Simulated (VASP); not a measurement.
A run of VASP 6.6.1 is set up as follows.

File INCAR:

```
  PREC = Accurate
  ENCUT = 520
  EDIFF = 1E-6
  ISMEAR = 0
  SIGMA = 0.1
  LREAL = False
  LASPH = True
  NELM = 80
  ALGO = Normal
  ISIF = 2
  LWAVE = False
  LCHARG = False
  GGA = PE
  NBANDS = 24
```

The input KPOINTS:

```
regular mesh
0
Gamma
  4 4 6
```

POSCAR

```
Hf2B2O
1.0
    2.8114407400     -3.5819129600      0.0000000000
    2.8114407400      3.5819129600      0.0000000000
   -1.8259884500      0.0000000000      2.6631383600
Hf B O
2 2 1
Direct
    0.7114458800      0.2885541200      0.5000000000
    0.2928541200      0.7071458800      0.5000000000
    0.7481104400      0.6509273400      0.2862671800
    0.3490726600      0.2518895600      0.7137328200
    0.8985169000      0.1014831000      0.0000000000
```

Potentials or basis: VASP PAW PBE potentials, release 64 (Hf_pv, B, O).

The run is started by

```console
$ cat potpaw_PBE.64/Hf_pv/POTCAR potpaw_PBE.64/B/POTCAR potpaw_PBE.64/O/POTCAR > POTCAR
$ mpirun -np 1 vasp_std > vasp.out
```

Problem. Estimate the largest force.

Solution. 6.841 eV/Å.

Problem. Predict the band gap on the k mesh.

Solution. Zero (bands 16 and 17 overlap by 0.24 eV).

Problem. What does it give for the pressure?

Solution. 51.1 GPa.

Forces in eV/Å, atoms in the order of the input:
```
Hf   0.000 -6.841  0.000
Hf   0.000 -2.746  0.000
B    1.487  4.931 -3.158
B   -1.487  4.931  3.158
O    0.000 -0.276  0.000
```

Caveat: the k points lie up to 0.40 Å⁻¹ apart; spin-orbit coupling is left out, which moves the levels of the heavy elements; forces of over 1 eV/Å act on the atoms, so gaps and moduli don't describe the material at rest.
